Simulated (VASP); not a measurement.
# Ga2O3 (R-3c) in VASP: a series of runs

Runs on Ga2O3. Level: PBE. Tasks: single point.

All numbers are computed with VASP 6.6.1; they aren't measurements. Logs are shortened: lines on timing, memory, paths and dates and some standing lists are left out, and cuts for length are marked.

### 1 The cell of the first run

Symmetry: R-3c, No. 167, trigonal system. Conventional cell: a = 5.058 Å, b = 5.058 Å, c = 13.623 Å, α = 90.00°, β = 90.00°, γ = 120.00°. Within 2.6 Å of Ga (site symmetry 3) lie 6 O at 1.95 to 2.10 Å. Within 2.9 Å of O (site symmetry 2) lie 4 Ga at 1.95 to 2.10 Å and 8 O at 2.66 to 2.88 Å.

### 2 Single point, PBE

Input file INCAR:

```
SYSTEM = Ga2O3
PREC = Accurate
ENCUT = 520
EDIFF = 1E-7
ISMEAR = 0
SIGMA = 0.02
LREAL = .FALSE.
LASPH = .TRUE.
NELM = 60
ALGO = Normal
ISIF = 2
LWAVE = .FALSE.
LCHARG = .FALSE.
GGA = PE
NBANDS = 55
```

Input file KPOINTS:

```
regular mesh
0
G
  6 6 6
  0 0 0
```

Input file POSCAR:

```
Ga2O3
1.0
    2.5288071873      1.4600075103      4.5408731716
   -2.5288071873      1.4600075103      4.5408731716
    0.0000000000     -2.9200150206      4.5408731716
Ga O
4 6
Direct
    0.8558438246      0.8558438246      0.8558438246
    0.6441561754      0.6441561754      0.6441561754
    0.1441561754      0.1441561754      0.1441561754
    0.3558438246      0.3558438246      0.3558438246
    0.7500000000      0.4468728986      0.0531271014
    0.4468728986      0.0531271014      0.7500000000
    0.0531271014      0.7500000000      0.4468728986
    0.2500000000      0.5531271014      0.9468728986
    0.9468728986      0.2500000000      0.5531271014
    0.5531271014      0.9468728986      0.2500000000
```

Potentials or basis: VASP PAW PBE potentials, release 64 (Ga_d, O).

Started as:

```sh
> cat potpaw_PBE.64/Ga_d/POTCAR potpaw_PBE.64/O/POTCAR > POTCAR
> mpirun -np 1 vasp_std > vasp.out
```

OUTCAR:

```text
SYSTEM = Ga2O3
   PREC = Accurate
   ENCUT = 520
   EDIFF = 1E-7
   ISMEAR = 0
   LREAL = .FALSE.
   LASPH = .TRUE.
   NELM = 60
   ISIF = 2
   GGA = PE

 ion  position               nearest neighbor table
   1  0.856  0.856  0.856-   9 1.95  10 1.95   8 1.95   7 2.10   5 2.10   6 2.10   2 2.88
   2  0.644  0.644  0.644-   8 1.95  10 1.95   9 1.95   7 2.10   5 2.10   6 2.10   1 2.88
   3  0.144  0.144  0.144-   7 1.95   6 1.95   5 1.95   8 2.10   9 2.10  10 2.10   4 2.88
   4  0.356  0.356  0.356-   5 1.95   6 1.95   7 1.95   8 2.10   9 2.10  10 2.10   3 2.88
   5  0.750  0.447  0.053-   4 1.95   3 1.95   1 2.10   2 2.10
   6  0.447  0.053  0.750-   3 1.95   4 1.95   1 2.10   2 2.10
   7  0.053  0.750  0.447-   3 1.95   4 1.95   1 2.10   2 2.10
   8  0.250  0.553  0.947-   2 1.95   1 1.95   3 2.10   4 2.10
   9  0.947  0.250  0.553-   1 1.95   2 1.95   3 2.10   4 2.10
  10  0.553  0.947  0.250-   1 1.95   2 1.95   3 2.10   4 2.10

  LATTYP: Found a trigonal (rhomboedric) cell.
 ALAT       =     5.3987051115
 COS(alpha) =     0.5611842389

  Lattice vectors:

 A1 = (   2.5288071873,   1.4600075103,   4.5408731716)
 A2 = (  -2.5288071873,   1.4600075103,   4.5408731716)
 A3 = (   0.0000000000,  -2.9200150206,   4.5408731716)

Analysis of symmetry for initial positions (statically):
=====================================================================
 Subroutine PRICEL returns:
 Original cell was already a primitive cell.

 Routine SETGRP: Setting up the symmetry group for a
 trigonal (rhombohedral) supercell.

 Subroutine GETGRP returns: Found 12 space group operations
 (whereof  6 operations were pure point group operations)
 out of a pool of 12 trial point group operations.

The static configuration has the point symmetry S_6 .
 The point group associated with its full space group is D_3d.

Analysis of symmetry for dynamics (positions and initial velocities):
=====================================================================
 Subroutine PRICEL returns:
 Original cell was already a primitive cell.

 Routine SETGRP: Setting up the symmetry group for a
 trigonal (rhombohedral) supercell.

 Subroutine GETGRP returns: Found 12 space group operations
 (whereof  6 operations were pure point group operations)
 out of a pool of 12 trial point group operations.

The dynamic configuration has the point symmetry S_6 .
 The point group associated with its full space group is D_3d.

 Subroutine INISYM returns: Found 12 space group operations
 (whereof  6 operations are pure point group operations),
 and found     1 'primitive' translations

----------------------------------------------------------------------------------------

                                     Primitive cell

  volume of cell :     100.5915

  direct lattice vectors                    reciprocal lattice vectors
     2.528807187  1.460007510  4.540873172     0.197721678  0.114154664  0.073407321
    -2.528807187  1.460007510  4.540873172    -0.197721678  0.114154664  0.073407321
     0.000000000 -2.920015021  4.540873172     0.000000000 -0.228309328  0.073407321

  length of vectors
     5.398705112  5.398705112  5.398705112     0.239820316  0.239820316  0.239820316

  position of ions in fractional coordinates (direct lattice)
     0.855843825  0.855843825  0.855843825
     0.644156175  0.644156175  0.644156175
     0.144156175  0.144156175  0.144156175
     0.355843825  0.355843825  0.355843825
     0.750000000  0.446872899  0.053127101
     0.446872899  0.053127101  0.750000000
     0.053127101  0.750000000  0.446872899
     0.250000000  0.553127101  0.946872899
     0.946872899  0.250000000  0.553127101
     0.553127101  0.946872899  0.250000000

  ion indices of the primitive-cell ions
   primitive index   ion index
                 1           1
                 2           2
                 3           3
                 4           4
                 5           5
                 6           6
                 7           7
                 8           8
                 9           9
                10          10

----------------------------------------------------------------------------------------

 KPOINTS: regular mesh

Automatic generation of k-mesh.
 Grid dimensions read from file:
 generate k-points for:    6    6    6

 Generating k-lattice:

  Cartesian coordinates                     Fractional coordinates (reciprocal lattice)
     0.032953613  0.019025777  0.012234553     0.166666667 -0.000000000 -0.000000000
    -0.032953613  0.019025777  0.012234553    -0.000000000  0.166666667 -0.000000000
     0.000000000 -0.038051555  0.012234553    -0.000000000 -0.000000000  0.166666667

  Length of vectors
     0.039970053  0.039970053  0.039970053

  Shift w.r.t. Gamma in fractional coordinates (k-lattice)
     0.000000000  0.000000000  0.000000000

 Subroutine IBZKPT returns following result:
 ===========================================

 Found     32 irreducible k-points:

 Following reciprocal coordinates:
            Coordinates               Weight
  0.000000  0.000000  0.000000      1.000000
  0.166667  0.000000 -0.000000      6.000000
  0.333333  0.000000 -0.000000      6.000000
  0.500000  0.000000 -0.000000      3.000000
  0.166667  0.166667  0.000000      6.000000
  0.333333  0.166667  0.000000     12.000000
[... 16 lines left out ...]
  0.500000  0.500000  0.166667      6.000000
 -0.333333  0.500000  0.166667     12.000000
 [... further k-points ...]
   k-points           NKPTS =     32   k-points in BZ     NKDIM =     32   number of bands    NBANDS=     55
   number of dos      NEDOS =    301   number of ions     NIONS =     10
   total plane-waves  NPLWV =  64000
   dimension x,y,z NGX =    40 NGY =   40 NGZ =   40
   dimension x,y,z NGXF=    80 NGYF=   80 NGZF=   80
   ions per type =               4   6
   NGX,Y,Z   is equivalent  to a cutoff of  12.32, 12.32, 12.32 a.u.
   NGXF,Y,Z  is equivalent  to a cutoff of  24.63, 24.63, 24.63 a.u.
 SYSTEM =  Ga2O3
   PREC   = accura    normal or accurate (medium, high low for compatibility)
   ISTART =      0    job   : 0-new  1-cont  2-samecut
   ICHARG =      2    charge: 1-file 2-atom 10-const
   ISPIN  =      1    spin polarized calculation?
   LNONCOLLINEAR =      F non collinear calculations
   LSORBIT =      F    spin-orbit coupling
   LASPH  =      T    aspherical Exc in radial PAW
   ENCUT  =  520.0 eV  38.22 Ry    6.18 a.u.  10.04 10.04 10.04*2*pi/ulx,y,z
   NELM   =     60;   NELMIN=  2; NELMDL= -5     # of ELM steps
   EDIFF  = 0.1E-06   stopping-criterion for ELM
   LREAL  =      F    real-space projection
   EDIFFG = 0.1E-05   stopping-criterion for IOM
   NSW    =      0    number of steps for IOM
   IBRION =     -1    ionic relax: 0-MD 1-quasi-New 2-CG
   NFREE  =      0    steps in history (QN), initial steepest desc. (CG)
   ISIF   =      2    stress and relaxation
   ISYM   =      2    0-nonsym 1-usesym 2-fastsym
   POTIM  = 0.5000    time-step for ionic-motion
   TEBEG  =    0.0;   TEEND  =   0.0 temperature during run
   PSTRESS=    0.0 pullay stress
   NELECT =      88.0000    total number of electrons
   NUPDOWN=      -1.0000    fix difference up-down
   EMIN   =  10.00;   EMAX   =-10.00  energy-range for DOS
   EFERMI =   0.00;   METHOD = LEGACY
   ISMEAR =     0;   SIGMA  =   0.02  broadening in eV -4-tet -1-fermi 0-gaus
   EFERMI_NEDOS =   21; number of points for ismear=-14 and -15
   IALGO  =     38    algorithm
   IMIX   =      4    mixing-type and parameters
     AMIX     =   0.40;   BMIX     =  1.00
     AMIX_MAG =   1.60;   BMIX_MAG =  1.00
  volume/ion in A,a.u.               =      10.06        67.88
  Fermi-wavevector in a.u.,A,eV,Ry     =   1.565724  2.958790 33.354574  2.451492
  Thomas-Fermi vector in A             =   2.668158
   LORBIT       =      0    0 simple, 1 ext, 2 COOP (PROOUT), +10 PAW based schemes
   GGA     = PE    functional components
   LHFCALC =     F    Hartree Fock is set to
   AEXX    =    0.0000 exact exchange contribution
   IVDW    =     0    specifies the selected vdW correction
   LEPSILON=     F    determine dielectric tensor
   LRPA    =     F    only Hartree local field effects (RPA)
 non-spin polarized calculation
 Gauss-broadening in eV      SIGMA  =   0.02
  energy-cutoff  :      520.00
  volume of cell :      100.59
 maximum number of plane-waves:      2730
   NGX = 21   NGY = 21   NGZ = 21

 number of electron      88.0000003 magnetization

 Free energy of the ion-electron system (eV)
  ---------------------------------------------------
  ext. energy  EPLUGINS =         0.00000000
  ---------------------------------------------------
  free energy    TOTEN  =       -59.39327638 eV

  energy without entropy =      -59.39327638  energy(sigma->0) =      -59.39327638

 E-fermi :   4.2244     XC(G=0): -11.9626

 val. band max:        4.1065833893   @ k =  -0.1667   0.1667   0.0000
 cond. band min:       6.4994573355   @ k =   0.0000   0.0000   0.0000
 fundamental gap:      2.3928739462
 Fermi energy:         4.2243713434

 k-point     1 :       0.0000    0.0000    0.0000
  band No.  band energies     occupation
      1     -14.5776      2.00000
      2     -12.7181      2.00000
      3     -12.7181      2.00000
      4     -12.6943      2.00000
      5     -12.6757      2.00000
      6     -12.6757      2.00000
[... 47 lines left out ...]
     54      14.9987      0.00000
     55      16.0717      0.00000

 k-point     2 :       0.1667    0.0000   -0.0000
  band No.  band energies     occupation
      1     -14.4597      2.00000
      2     -12.8406      2.00000
      3     -12.7301      2.00000
      4     -12.7255      2.00000
      5     -12.6849      2.00000
      6     -12.6648      2.00000
[... 47 lines left out ...]
     54      15.5967      0.00000
     55      15.8946      0.00000
[... 1216 lines left out ...]
     54      16.0239      0.00000
     55      16.1080      0.00000

 k-point    24 :      -0.3333    0.5000    0.1667
  band No.  band energies     occupation
      1     -13.6139      2.00000
      2     -13.3242      2.00000
      3     -13.0378      2.00000
      4     -12.9231      2.00000
      5     -12.7121      2.00000
      6     -12.6732      2.00000
[... 47 lines left out ...]
     54      15.8593      0.00000
     55      16.1486      0.00000

 [... further k-points ...]

------------------------ aborting loop because EDIFF is reached ----------------------------------------

  FORCE on cell =-STRESS in cart. coord.  units (eV):
  Direction    XX          YY          ZZ          XY          YZ          ZX
  --------------------------------------------------------------------------------------
  -------------------------------------------------------------------------------------
  Total        0.6118656      0.6118656      0.5304710      0.0000000     -0.0000000     -0.0000000
  in kB        9.7455246      9.7455246      8.4491075      0.0000000     -0.0000000     -0.0000000
  external PRESSURE =       9.3133856 kB  Pullay stress =       0.0000000 kB

 VOLUME and BASIS-vectors are now :
 -----------------------------------------------------------------------------
  energy-cutoff  :      520.00
  volume of cell :      100.59
      direct lattice vectors                 reciprocal lattice vectors
     2.528807187  1.460007510  4.540873172     0.197721678  0.114154664  0.073407321
    -2.528807187  1.460007510  4.540873172    -0.197721678  0.114154664  0.073407321
     0.000000000 -2.920015021  4.540873172     0.000000000 -0.228309328  0.073407321

 POSITION                                       TOTAL-FORCE (eV/Angst)
 -----------------------------------------------------------------------------------
      0.00000      0.00000     11.65883        -0.000000     -0.000000      0.011000
      0.00000      0.00000      8.77509        -0.000000     -0.000000     -0.011000
      0.00000      0.00000      1.96378        -0.000000     -0.000000     -0.011000
      0.00000      0.00000      4.84753        -0.000000     -0.000000      0.011000
      0.76655      1.59231      5.67609        -0.000460      0.000796     -0.000000
      0.99571     -1.46001      5.67609         0.000919      0.000000     -0.000000
     -1.76226     -0.13230      5.67609        -0.000460     -0.000796     -0.000000
     -0.76655     -1.59231      7.94653         0.000460     -0.000796     -0.000000
      1.76226      0.13230      7.94653         0.000460      0.000796     -0.000000
     -0.99571      1.46001      7.94653        -0.000919      0.000000     -0.000000
 -----------------------------------------------------------------------------------
    total drift:                               -0.000000     -0.000000     -0.000000

  FREE ENERGIE OF THE ION-ELECTRON SYSTEM (eV)
  ---------------------------------------------------
  free  energy   TOTEN  =       -59.3932763787 eV

  energy  without entropy=      -59.3932763787  energy(sigma->0) =      -59.39327638
```

It took 3.6 min on 1 thread of Intel Xeon Platinum 8259CL at 2.50GHz (Skylake/Cascade Lake), shared host; peak memory 0.31 GiB.

Results:

| Quantity | Value |
| --- | --- |
| Free energy | -59.3933 eV |
| Pressure | 0.9 GPa |
| Largest force | 0.011 eV/Å |
| Band gap on the k mesh | 2.39 eV (least direct gap 2.63 eV) |

Forces on the atoms (eV/Å):
```
Ga   0.000  0.000  0.011
Ga   0.000  0.000 -0.011
Ga   0.000  0.000 -0.011
Ga   0.000  0.000  0.011
O    0.000  0.001  0.000
O    0.001  0.000  0.000
O    0.000 -0.001  0.000
O    0.000 -0.001  0.000
O    0.000  0.001  0.000
O   -0.001  0.000  0.000
```

(Continued in part 2 of 2.)
